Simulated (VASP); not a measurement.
# ZnS (P3m1) in VASP: notebook

Runs on ZnS. Level: PBE. Tasks: single point.

Program: VASP 6.6.1. These are calculated values, not measurements. Logs are shortened: lines on timing, memory, paths and dates and some standing lists are left out, and cuts for length are marked.

### 1 The cell of the first run

The typed cell holds 4 atoms: a = 3.806 Å, b = 3.806 Å, c = 6.238 Å, α = 90.00°, β = 90.00°, γ = 120.00°.

### 2 Single point, PBE

Input file INCAR:

```
PREC     = Accurate       # precision mode
ENCUT    = 520            # plane-wave cutoff, eV
EDIFF    = 1E-6           # SCF threshold, eV
ISMEAR   = -1             # smearing method
SIGMA    = 0.02           # smearing width, eV
LREAL    = F              # projectors in reciprocal space
LASPH    = T              # aspherical terms in the spheres
NELM     = 100            # most SCF steps
ALGO     = Normal         # electronic algorithm
ISIF     = 2              # what is computed and relaxed
LWAVE    = F              # write WAVECAR
LCHARG   = F              # write CHGCAR
GGA      = PE             # functional
NBANDS   = 26             # bands
```

Input file KPOINTS:

```
Automatic mesh
0
Gamma
  10 10 6
```

Input file POSCAR:

```
ZnS
1.0
    3.8057964671      0.0000000000      0.0000000000
   -1.9028982335      3.2959164221      0.0000000000
    0.0000000000      0.0000000000      6.2379816300
Zn S
2 2
Direct
    0.3333333300      0.6666666700      0.0001396800
    0.6666666700      0.3333333300      0.5001396800
    0.3333333300      0.6666666700      0.3764634026
    0.6666666700      0.3333333300      0.8748603200
```

Potentials or basis: VASP PAW PBE potentials, release 64 (Zn, S).

The run is started by

```console
cat potpaw_PBE.64/Zn/POTCAR potpaw_PBE.64/S/POTCAR > POTCAR
mpirun -np 1 vasp_std > vasp.out
```

OUTCAR:

```text
PREC = Accurate
   ENCUT = 520
   EDIFF = 1E-6
   ISMEAR = -1
   LREAL = F
   LASPH = T
   NELM = 100
   ISIF = 2
   GGA = PE

 ion  position               nearest neighbor table
   1  0.333  0.667  0.000-   4 2.33   4 2.33   4 2.33   3 2.35
   2  0.667  0.333  0.500-   3 2.33   3 2.33   3 2.33   4 2.34
   3  0.333  0.667  0.376-   2 2.33   2 2.33   2 2.33   1 2.35
   4  0.667  0.333  0.875-   1 2.33   1 2.33   1 2.33   2 2.34

  LATTYP: Found a hexagonal cell.
 ALAT       =     3.8057964671
 C/A-ratio  =     1.6390738927

  Lattice vectors:

 A1 = (   3.8057964671,   0.0000000000,   0.0000000000)
 A2 = (  -1.9028982335,   3.2959164221,   0.0000000000)
 A3 = (   0.0000000000,   0.0000000000,   6.2379816300)

Analysis of symmetry for initial positions (statically):
=====================================================================
 Subroutine PRICEL returns:
 Original cell was already a primitive cell.

 Routine SETGRP: Setting up the symmetry group for a
 hexagonal supercell.

 Subroutine GETGRP returns: Found  6 space group operations
 (whereof  6 operations were pure point group operations)
 out of a pool of 24 trial point group operations.

The static configuration has the point symmetry C_3v.

Analysis of symmetry for dynamics (positions and initial velocities):
=====================================================================
 Subroutine PRICEL returns:
 Original cell was already a primitive cell.

 Routine SETGRP: Setting up the symmetry group for a
 hexagonal supercell.

 Subroutine GETGRP returns: Found  6 space group operations
 (whereof  6 operations were pure point group operations)
 out of a pool of 24 trial point group operations.

The dynamic configuration has the point symmetry C_3v.

 Subroutine INISYM returns: Found  6 space group operations
 (whereof  6 operations are pure point group operations),
 and found     1 'primitive' translations

----------------------------------------------------------------------------------------

                                     Primitive cell

  volume of cell :      78.2467

  direct lattice vectors                    reciprocal lattice vectors
     3.805796467  0.000000000  0.000000000     0.262757089  0.151702876  0.000000000
    -1.902898233  3.295916422  0.000000000     0.000000000  0.303405752  0.000000000
     0.000000000  0.000000000  6.237981630     0.000000000  0.000000000  0.160308263

  length of vectors
     3.805796467  3.805796467  6.237981630     0.303405752  0.303405752  0.160308263

  position of ions in fractional coordinates (direct lattice)
     0.333333330  0.666666670  0.000139680
     0.666666670  0.333333330  0.500139680
     0.333333330  0.666666670  0.376463403
     0.666666670  0.333333330  0.874860320

  ion indices of the primitive-cell ions
   primitive index   ion index
                 1           1
                 2           2
                 3           3
                 4           4

----------------------------------------------------------------------------------------

 KPOINTS: Automatic mesh

Automatic generation of k-mesh.
 Grid dimensions read from file:
 generate k-points for:   10   10    6

 Generating k-lattice:

  Cartesian coordinates                     Fractional coordinates (reciprocal lattice)
     0.026275709  0.015170288  0.000000000     0.100000000  0.000000000  0.000000000
     0.000000000  0.030340575  0.000000000     0.000000000  0.100000000  0.000000000
     0.000000000  0.000000000  0.026718044     0.000000000  0.000000000  0.166666667

  Length of vectors
     0.030340575  0.030340575  0.026718044

  Shift w.r.t. Gamma in fractional coordinates (k-lattice)
     0.000000000  0.000000000  0.000000000

 Subroutine IBZKPT returns following result:
 ===========================================

 Found     72 irreducible k-points:

 Following reciprocal coordinates:
            Coordinates               Weight
  0.000000  0.000000  0.000000      1.000000
  0.100000  0.000000  0.000000      6.000000
  0.200000  0.000000  0.000000      6.000000
  0.300000  0.000000  0.000000      6.000000
  0.400000  0.000000  0.000000      6.000000
  0.500000  0.000000  0.000000      3.000000
[... 16 lines left out ...]
  0.000000  0.400000  0.166667      6.000000
  0.500000  0.000000  0.166667      6.000000
 [... further k-points ...]
   k-points           NKPTS =     72   k-points in BZ     NKDIM =     72   number of bands    NBANDS=     26
   number of dos      NEDOS =    301   number of ions     NIONS =      4
   total plane-waves  NPLWV =  37632
   dimension x,y,z NGX =    28 NGY =   28 NGZ =   48
   dimension x,y,z NGXF=    56 NGYF=   56 NGZF=   96
   ions per type =               2   2
   NGX,Y,Z   is equivalent  to a cutoff of  12.23, 12.23, 12.79 a.u.
   NGXF,Y,Z  is equivalent  to a cutoff of  24.46, 24.46, 25.58 a.u.
 SYSTEM =  unknown system
   PREC   = accura    normal or accurate (medium, high low for compatibility)
   ISTART =      0    job   : 0-new  1-cont  2-samecut
   ICHARG =      2    charge: 1-file 2-atom 10-const
   ISPIN  =      1    spin polarized calculation?
   LNONCOLLINEAR =      F non collinear calculations
   LSORBIT =      F    spin-orbit coupling
   LASPH  =      T    aspherical Exc in radial PAW
   ENCUT  =  520.0 eV  38.22 Ry    6.18 a.u.   7.08  7.08 11.60*2*pi/ulx,y,z
   NELM   =    100;   NELMIN=  2; NELMDL= -5     # of ELM steps
   EDIFF  = 0.1E-05   stopping-criterion for ELM
   LREAL  =      F    real-space projection
   EDIFFG = 0.1E-04   stopping-criterion for IOM
   NSW    =      0    number of steps for IOM
   IBRION =     -1    ionic relax: 0-MD 1-quasi-New 2-CG
   NFREE  =      0    steps in history (QN), initial steepest desc. (CG)
   ISIF   =      2    stress and relaxation
   ISYM   =      2    0-nonsym 1-usesym 2-fastsym
   POTIM  = 0.5000    time-step for ionic-motion
   TEBEG  =    0.0;   TEEND  =   0.0 temperature during run
   PSTRESS=    0.0 pullay stress
   NELECT =      36.0000    total number of electrons
   NUPDOWN=      -1.0000    fix difference up-down
   EMIN   =  10.00;   EMAX   =-10.00  energy-range for DOS
   EFERMI =   0.00;   METHOD = LEGACY
   ISMEAR =    -1;   SIGMA  =   0.02  broadening in eV -4-tet -1-fermi 0-gaus
   EFERMI_NEDOS =   21; number of points for ismear=-14 and -15
   IALGO  =     38    algorithm
   IMIX   =      4    mixing-type and parameters
     AMIX     =   0.40;   BMIX     =  1.00
     AMIX_MAG =   1.60;   BMIX_MAG =  1.00
  volume/ion in A,a.u.               =      19.56       132.01
  Fermi-wavevector in a.u.,A,eV,Ry     =   1.263825  2.388284 21.731966  1.597254
  Thomas-Fermi vector in A             =   2.397162
   LORBIT       =      0    0 simple, 1 ext, 2 COOP (PROOUT), +10 PAW based schemes
   GGA     = PE    functional components
   LHFCALC =     F    Hartree Fock is set to
   AEXX    =    0.0000 exact exchange contribution
   IVDW    =     0    specifies the selected vdW correction
   LEPSILON=     F    determine dielectric tensor
   LRPA    =     F    only Hartree local field effects (RPA)
 non-spin polarized calculation
  energy-cutoff  :      520.00
  volume of cell :       78.25
 maximum number of plane-waves:      2132
   NGX = 15   NGY = 15   NGZ = 23

 number of electron      35.9999976 magnetization

 Free energy of the ion-electron system (eV)
  ---------------------------------------------------
  ext. energy  EPLUGINS =         0.00000000
  ---------------------------------------------------
  free energy    TOTEN  =       -13.67269460 eV

  energy without entropy =      -13.67269460  energy(sigma->0) =      -13.67269460

 E-fermi :   2.6210     XC(G=0):  -9.6634

 val. band max:        2.2003692332   @ k =   0.0000   0.0000   0.0000
 cond. band min:       4.4291735422   @ k =   0.0000   0.0000   0.0000
 fundamental gap:      2.2288043090
 Fermi energy:         2.6210081856

 k-point     1 :       0.0000    0.0000    0.0000
  band No.  band energies     occupation
      1     -11.0213      2.00000
      2     -10.0762      2.00000
      3      -4.1684      2.00000
      4      -4.1638      2.00000
      5      -4.1638      2.00000
      6      -4.0818      2.00000
[... 18 lines left out ...]
     25       9.8889      0.00000
     26      11.4944      0.00000

 k-point     2 :       0.1000    0.0000    0.0000
  band No.  band energies     occupation
      1     -10.9529      2.00000
      2     -10.0377      2.00000
      3      -4.1722      2.00000
      4      -4.1512      2.00000
      5      -4.1497      2.00000
      6      -4.0748      2.00000
[... 18 lines left out ...]
     25      10.1976      0.00000
     26      11.0513      0.00000

 k-point     3 :       0.2000    0.0000    0.0000
  band No.  band energies     occupation
      1     -10.7611      2.00000
      2      -9.9384      2.00000
      3      -4.1795      2.00000
      4      -4.1212      2.00000
      5      -4.1157      2.00000
      6      -4.0420      2.00000
[... 18 lines left out ...]
     25      10.3568      0.00000
     26      11.0257      0.00000

 k-point     4 :       0.3000    0.0000    0.0000
  band No.  band energies     occupation
      1     -10.4893      2.00000
      2      -9.8258      2.00000
      3      -4.1734      2.00000
      4      -4.0890      2.00000
      5      -4.0812      2.00000
      6      -3.9638      2.00000
[... 18 lines left out ...]
     25      10.9259      0.00000
     26      11.4331      0.00000

 k-point     5 :       0.4000    0.0000    0.0000
  band No.  band energies     occupation
      1     -10.2184      2.00000
      2      -9.7621      2.00000
      3      -4.1574      2.00000
      4      -4.0608      2.00000
      5      -4.0241      2.00000
      6      -3.8817      2.00000
[... 18 lines left out ...]
     25      11.1593      0.00000
     26      12.9306      0.00000

 k-point     6 :       0.5000    0.0000    0.0000
  band No.  band energies     occupation
      1     -10.0870      2.00000
      2      -9.7593      2.00000
      3      -4.1521      2.00000
      4      -4.0549      2.00000
      5      -3.9357      2.00000
      6      -3.9049      2.00000
[... 427 lines left out ...]
 k-point    21 :       0.0000    0.3000    0.1667
  band No.  band energies     occupation
      1     -10.4479      2.00000
      2      -9.8732      2.00000
      3      -4.1799      2.00000
      4      -4.0985      2.00000
      5      -4.0726      2.00000
      6      -3.9686      2.00000
[... 18 lines left out ...]
     25      10.9686      0.00000
     26      11.6176      0.00000

 k-point    22 :       0.4000    0.0000    0.1667
  band No.  band energies     occupation
      1     -10.1874      2.00000
      2      -9.7916      2.00000
      3      -4.1668      2.00000
      4      -4.0497      2.00000
      5      -4.0464      2.00000
      6      -3.8936      2.00000
[... 18 lines left out ...]
     25      11.4426      0.00000
     26      13.0291      0.00000

 k-point    23 :       0.0000    0.4000    0.1667
  band No.  band energies     occupation
      1     -10.1874      2.00000
      2      -9.7916      2.00000
      3      -4.1656      2.00000
      4      -4.0495      2.00000
      5      -4.0476      2.00000
      6      -3.8940      2.00000
[... 18 lines left out ...]
     25      11.4505      0.00000
     26      13.0293      0.00000

 k-point    24 :       0.5000    0.0000    0.1667
  band No.  band energies     occupation
      1     -10.0630      2.00000
      2      -9.7786      2.00000
      3      -4.1612      2.00000
      4      -4.0426      2.00000
      5      -3.9968      2.00000
      6      -3.8985      2.00000
[... 18 lines left out ...]
     25      11.8330      0.00000
     26      13.4990      0.00000

 [... further k-points ...]

------------------------ aborting loop because EDIFF is reached ----------------------------------------

  FORCE on cell =-STRESS in cart. coord.  units (eV):
  Direction    XX          YY          ZZ          XY          YZ          ZX
  --------------------------------------------------------------------------------------
  -------------------------------------------------------------------------------------
  Total        1.2532954      1.2532954      1.1839538      0.0000000      0.0000000     -0.0000000
  in kB       25.6624547     25.6624547     24.2426164      0.0000000      0.0000000     -0.0000000
  external PRESSURE =      25.1891753 kB  Pullay stress =       0.0000000 kB

 VOLUME and BASIS-vectors are now :
 -----------------------------------------------------------------------------
  energy-cutoff  :      520.00
  volume of cell :       78.25
      direct lattice vectors                 reciprocal lattice vectors
     3.805796467  0.000000000  0.000000000     0.262757089  0.151702876  0.000000000
    -1.902898233  3.295916422  0.000000000     0.000000000  0.303405752  0.000000000
     0.000000000  0.000000000  6.237981630     0.000000000  0.000000000  0.160308263

 POSITION                                       TOTAL-FORCE (eV/Angst)
 -----------------------------------------------------------------------------------
     -0.00000      2.19728      0.00087        -0.000000      0.000000      0.051383
      1.90290      1.09864      3.11986         0.000000     -0.000000      0.028413
     -0.00000      2.19728      2.34837         0.000000     -0.000000     -0.104216
      1.90290      1.09864      5.45736        -0.000000      0.000000      0.024420
 -----------------------------------------------------------------------------------
    total drift:                               -0.000001     -0.000000     -0.000057

  FREE ENERGIE OF THE ION-ELECTRON SYSTEM (eV)
  ---------------------------------------------------
  free  energy   TOTEN  =       -13.6726945994 eV

  energy  without entropy=      -13.6726945994  energy(sigma->0) =      -13.67269460
```

It took 45 s on 1 thread of Intel Xeon 6975P-C (Granite Rapids), shared host; peak memory 0.26 GiB.

What came out:

| Property | Result |
| --- | --- |
| Free energy | -13.6727 eV |
| Pressure | 2.5 GPa |
| Largest force | 0.104 eV/Å |
| Band gap on the k mesh | 2.23 eV |

Forces in eV/Å, atoms in the order of the input:
```
Zn   0.000  0.000  0.051
Zn   0.000  0.000  0.028
S    0.000  0.000 -0.104
S    0.000  0.000  0.024
```

Stress tensor (GPa, compression positive):
```
2.57 0.00 0.00
0.00 2.57 0.00
0.00 0.00 2.42
```

Levels at points of the mesh, in eV from the valence-band top:
| k point | band 14 | band 15 | band 16 | band 17 | band 18 | band 19 | band 20 | band 21 | band 22 | band 23 |
| --- | --- | --- | --- | --- | --- | --- | --- | --- | --- | --- |
| (0.00, 0.00, 0.00) | -0.90 | -0.90 | -0.07 | 0.00 | 0.00 | 2.23 | 3.10 | 6.31 | 6.31 | 6.58 |
| (0.50, 0.00, 0.00) | -4.14 | -3.28 | -2.25 | -1.68 | -0.90 | 3.66 | 4.27 | 5.13 | 6.94 | 7.43 |
| (0.00, 0.00, 0.50) | -2.86 | -0.48 | -0.48 | -0.46 | -0.46 | 3.56 | 3.57 | 6.75 | 6.75 | 6.77 |
| (0.50, 0.00, 0.50) | -4.88 | -1.64 | -1.64 | -1.62 | -1.62 | 3.55 | 3.57 | 5.20 | 5.23 | 8.83 |

(Part 1 of 2 ends here.)
